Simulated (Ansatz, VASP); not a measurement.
## HfC in VASP and in Ansatz

Contents of INCAR:

```
SYSTEM = HfC
ALGO = Normal
EDIFF = 1E-7
EDIFFG = -0.002
ENCUT = 600
GGA = PE
GGA_COMPAT = .False.
IBRION = 2
ISIF = 3
ISMEAR = 0
IVDW = 12
LASPH = .True.
LCHARG = .False.
LREAL = .False.
LWAVE = .False.
NELM = 120
NELMIN = 4
NSW = 100
PREC = Accurate
SIGMA = 0.1
```

KPOINTS

```
k-points
0
Gamma
  16 16 16
  0 0 0
```

The input POSCAR:

```
HfC
1.0
    0.0000000000      2.3171388400      2.3171388400
    2.3171388400      0.0000000000      2.3171388400
    2.3171388400      2.3171388400      0.0000000000
Hf C
1 1
Direct
    0.0000000000      0.0000000000      0.0000000000
    0.5000000000      0.5000000000      0.5000000000
```

Input for Ansatz:

```yaml
crystal:
  lattice:
    - [0.0, 2.31713884, 2.31713884]
    - [2.31713884, 0.0, 2.31713884]
    - [2.31713884, 2.31713884, 0.0]
  atoms:
    - { symbol: Hf, position: [0.0, 0.0, 0.0] }
    - { symbol: C, position: [0.5, 0.5, 0.5] }
basis:
  ecutwfc: 420
kpoints:
  mp_grid: { grid: [16, 16, 16] }
hamiltonian:
  xc: pbe
  dispersion: d3bj
  pseudopotentials: { kind: paw, azcp: { folder: soft_1 } }
scf:
  occupations: { method: gaussian, width: 0.1 }
output:
  forces: true
  stress: true
  eigenvalues: true
  write_density: true
  write_potential: true
  elf: true
  volumetric_format: npy
relax:
  adjacent_minimum: "off"
  f_tol: 0.002
  max_steps: 80
  cell: { stress_tol: 0.02 }
```

Alike in both runs: task relaxation of cell and atoms; functional PBE; dispersion D3(BJ); k mesh 16 × 16 × 16; occupations gaussian, width 0.1 eV; no spin polarisation.

|  | VASP | Ansatz |
| --- | --- | --- |
| version | VASP 6.6.1 | Ansatz 0.2.0 |
| potentials or method | VASP PAW PBE potentials, release 64 (Hf_pv, C), cutoff 600 eV | scalar-relativistic, plane waves, PAW |
| valence electrons in the cell | 14 | 30 |

```tsv
	VASP	Ansatz	Ansatz less VASP
gap on the k mesh at the Fermi level, each at its own relaxed structure (eV)	none	none	-
relaxed volume (Å³/atom)	12.29	12.33	+0.034
relaxed cell length with the largest relative difference (Å)	3.264	3.267	+0.0030
```

A gap of «none» marks a metal or a gap that the smearing closes. VASP's potentials hold 14 valence electrons a cell and Ansatz's 30, so a difference there can come from the potentials and not from the codes.

Neither program's run includes spin-orbit coupling.
